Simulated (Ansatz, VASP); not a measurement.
# Two plane-wave programs on Mg4Se

```
Mg Se
1.0
     5.18410    0.00000    0.00000
    -2.59205    4.48956    0.00000
     0.00000    0.00000    7.59727
Mg Se
4 1
Direct
  0.33333 0.66667 0.00000
  0.66667 0.33333 0.00000
  0.00000 0.00000 0.81371
  0.00000 0.00000 0.18629
  0.00000 0.00000 0.50000
```

Alike in both runs: functional PBE; k mesh 12 × 12 × 6; occupations gaussian, width 0.1 eV; no spin polarisation.

Ansatz relaxed the structure, and its values are those at the end. VASP's run is a single point on that final structure, the one shown.

```csv
,VASP,Ansatz
version,VASP 6.6.1,Ansatz 0.2.0
potentials or method,"VASP PAW PBE potentials, release 64 (Mg, Se), cutoff 520 eV","scalar-relativistic, plane waves, PAW"
valence electrons in the cell,14,56
```

|  | VASP | Ansatz | Ansatz less VASP |
| --- | --- | --- | --- |
| gap on the k mesh at the Fermi level (eV) | none | none | - |
| pressure (GPa) | -0.1 | 0.0 | +0.04 |
| rms of the force components (eV/Å) | 0.007 | 0.003 | -0.0039 |

A gap of «none» marks a metal or a gap that the smearing closes. With one functional, cell and mesh, what is left measures potentials, basis and numerics. VASP's potentials hold 14 valence electrons a cell and Ansatz's 56, so a difference there can come from the potentials and not from the codes.
